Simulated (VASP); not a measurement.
Write the native input for VASP 6.6.1 that does the following.

- Task: relaxation of the atoms
- Functional: PBE
- Potentials or basis: VASP PAW PBE potentials, release 64 (N, Ti_sv, Si)
- Cutoff: 520 eV
- k mesh: 9 × 9 × 1
- Occupations: gaussian, width 0.1 eV
- Spin: no spin polarisation
- Dipole correction: yes
- Atoms held fixed (from 0): [0, 1, 2, 3, 4, 5]
- Further INCAR settings: ALGO = Fast; EDIFF = 1e-06; IBRION = 2; EDIFFG = -0.025; NSW = 36
- Atoms held along some axes (from 0): atom 6 along a and b

The structure of Ti3SiN3 lies in POSCAR:

```
Ti3SiN3
1.0
    3.0028555065      0.0000000000      0.0000000000
   -1.5014277533      2.6005491526      0.0000000000
    0.0000000000      0.0000000000     21.5541471922
N Ti Si
3 3 1
Selective dynamics
Direct
    0.3333333333      0.6666666667      0.1855791354  F F F
    0.0000000000      0.0000000000      0.2993308525  F F F
    0.6666666667      0.3333333333      0.4147299352  F F F
    0.6666666667      0.3333333333      0.2424549940  F F F
    0.3333333333      0.6666666667      0.3575097830  F F F
    0.0000000000      0.0000000000      0.4664599858  F F F
    0.0000000000      0.3333333333      0.5747243135  F F T
```

One way to write it, as run:

INCAR

```
SYSTEM = Ti3SiN3
ALGO = Fast
DIPOL = 0.5 0.5 0.363
EDIFF = 1E-6
EDIFFG = -0.025
ENCUT = 520
GGA = PE
IBRION = 2
IDIPOL = 3
ISIF = 2
ISMEAR = 0
KPAR = 4
LASPH = .True.
LCHARG = .False.
LDIPOL = .True.
LREAL = .False.
LWAVE = .False.
NELM = 80
NSW = 36
PREC = Accurate
SIGMA = 0.1
```

KPOINTS

```
k-points
0
Gamma
  9 9 1
  0 0 0
```

Potentials or basis: VASP PAW PBE potentials, release 64 (N, Ti_sv, Si).

The run is started by

```console
$ cat potpaw_PBE.64/N/POTCAR potpaw_PBE.64/Ti_sv/POTCAR potpaw_PBE.64/Si/POTCAR > POTCAR
$ mpirun -np 4 vasp_std > vasp.out
```

Results of the run:

```
Band gap on the k mesh : zero (an odd number of electrons rules out a gap without spin polarisation)
```

Caveat: the relaxation stopped at its first step, so nothing moved; an odd number of electrons without spin polarisation forces a metal; a magnetic or distorted state may lie lower.

Wall time 9.1 min on 4 MPI ranks on Oxide Virtual Turin-like Processor, with other jobs on the host, peak memory 0.41 GiB a rank.
